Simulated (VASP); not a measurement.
A run of VASP 6.6.1 is set up as follows.

The input INCAR:

```
SYSTEM = Zr
  ALGO = Normal
  EDIFF = 1E-6
  ENCUT = 500
  GGA = RP
  GGA_COMPAT = .False.
  ISIF = 2
  ISMEAR = -1
  IVDW = 13
  LASPH = .True.
  LCHARG = .False.
  LREAL = .False.
  LWAVE = .False.
  NBANDS = 19
  NELM = 120
  PREC = Accurate
  SIGMA = 0.05
```

KPOINTS

```
k-points
0
Gamma
  9 9 5
  0 0 0
```

File POSCAR:

```
Zr
1.0
    3.2745311931      0.0000000000      0.0000000000
   -1.6372655966      2.8358271987      0.0000000000
    0.0000000000      0.0000000000      5.2147314515
Zr
2
Direct
    0.6666666667      0.3333333333      0.7500000000
    0.3333333333      0.6666666667      0.2500000000
```

Potentials or basis: VASP PAW PBE potentials, release 64 (Zr_sv).

Launch:

```sh
$ cat potpaw_PBE.64/Zr_sv/POTCAR > POTCAR
$ mpirun -np 1 vasp_std > vasp.out
```

**Question.** Estimate the pressure.

**Answer.** -3.0 GPa.

**Question.** What does it give for the dispersion energy per atom?

**Answer.** -0.325 eV.

**Question.** What does it give for the band gap on the k mesh?

**Answer.** Zero (band 12 reaches 9.52 eV, above the bottom of band 13 at 8.38 eV).

Stress tensor (GPa, compression positive):
```
-3.22  0.00  0.00
 0.00 -3.22  0.00
 0.00  0.00 -2.69
```

Caveat: the PAW data sets were made with another functional, which shifts forces and pressure a little; pairwise dispersion overbinds metals, which lowers pressure and volume.
